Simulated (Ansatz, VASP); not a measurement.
Pt: VASP beside Ansatz

```
CELL_PARAMETERS angstrom
2.77015 0.00000 0.00000
1.38507 2.39902 0.00000
0.00000 0.00000 29.57089
ATOMIC_POSITIONS crystal
Pt 0.00000 0.00000 0.27054
Pt 0.33333 0.33333 0.34702
Pt 0.66667 0.66667 0.42351
Pt 0.00000 0.00000 0.50000
Pt 0.33333 0.33333 0.57649
Pt 0.66667 0.66667 0.65298
Pt 0.00000 0.00000 0.72946
```

Alike in both runs: task single point; functional PBEsol; k mesh 11 × 11 × 1; non-collinear spin, spin-orbit coupling.

|  | VASP | Ansatz |
| --- | --- | --- |
| version | VASP 6.6.1 | Ansatz 0.2.0 |
| potentials or method | VASP PAW PBE potentials, release 64 (Pt) | plane-wave PAW |
| plane-wave cutoff (eV) | 520 | 420 |
| occupations | methfessel-paxton of order 1, width 0.1 eV | cold, width 0.1 eV |
| valence electrons in the cell | 70 | 126 |

```tsv
	VASP	Ansatz	Ansatz less VASP
rms of the force components (eV/Å)	0.037	0.038	+0.0007
```

VASP's potentials were made for PBE, not for PBEsol, and Ansatz warns of the same on its side. Atom by atom the forces differ by 0.002 eV/Å (rms over components). VASP's potentials hold 70 valence electrons a cell and Ansatz's 126, so a difference there can come from the potentials and not from the codes.
